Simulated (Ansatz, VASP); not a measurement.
# Sc: VASP beside Ansatz

```
Sc
1.0
     0.00000    2.30456    2.33861
     2.30456    0.00000    2.33861
     2.30456    2.30456    0.00000
Sc
1
Direct
  0.00000 0.00000 0.00000
```

Change from the starting cell: strain +0.015 along x and y, +0.030 along z, atoms carried along.

Alike in both runs: task single point; functional PBEsol; k mesh 18 × 18 × 18; occupations gaussian, width 0.15 eV; no spin polarisation.

```csv
,VASP,Ansatz
version,VASP 6.6.1,Ansatz 0.2.0
potentials or method,"VASP PAW PBE potentials, release 64 (Sc_sv), cutoff 520 eV","scalar-relativistic, plane waves, PAW"
valence electrons in the cell,11,11
```

|  | VASP | Ansatz | Ansatz less VASP |
| --- | --- | --- | --- |
| gap on the k mesh at the Fermi level (eV) | none | none | - |
| pressure (GPa) | -2.5 | -2.5 | +0.01 |
| traceless stress, the component that is largest in VASP (GPa) | -0.29 | -0.29 | +0.001 |

VASP's potentials were made for PBE, not for PBEsol. A gap of «none» marks a metal or a gap that the smearing closes.
